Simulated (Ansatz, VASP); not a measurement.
## One calculation of V, two programs

```
V
1.0
     2.04974   -3.47393    0.00000
     2.04974    3.47393    0.00000
     0.00000    0.00000    4.10493
V
4
Direct
  0.15250 0.84750 0.07850
  0.65250 0.34750 0.42150
  0.84750 0.15250 0.92150
  0.34750 0.65250 0.57850
```

Alike in both runs: task relaxation of cell and atoms; functional PBE; k mesh 6 × 6 × 4; occupations gaussian, width 0.1 eV; no spin polarisation.

|  | VASP | Ansatz |
| --- | --- | --- |
| version | VASP 6.6.1 | Ansatz 0.2.0 |
| potentials or method | VASP PAW PBE potentials, release 64 (V_sv), cutoff 600 eV | scalar-relativistic, plane waves, PAW |
| valence electrons in the cell | 52 | 52 |

VASP gave:

- gap on the k mesh at the Fermi level, each at its own relaxed structure (eV): none
- relaxed volume (Å³/atom): 13.94
- relaxed length of the cell vector where the two differ most in proportion (Å): 4.936

Q: What did Ansatz give for the same quantities?

A: gap on the k mesh at the Fermi level, each at its own relaxed structure (eV): none; relaxed volume (Å³/atom): 13.95; relaxed length of the cell vector where the two differ most in proportion (Å): 4.948.

A gap of «none» marks a metal or a gap that the smearing closes.

The k mesh is coarse, so the values compare programs but aren't converged.
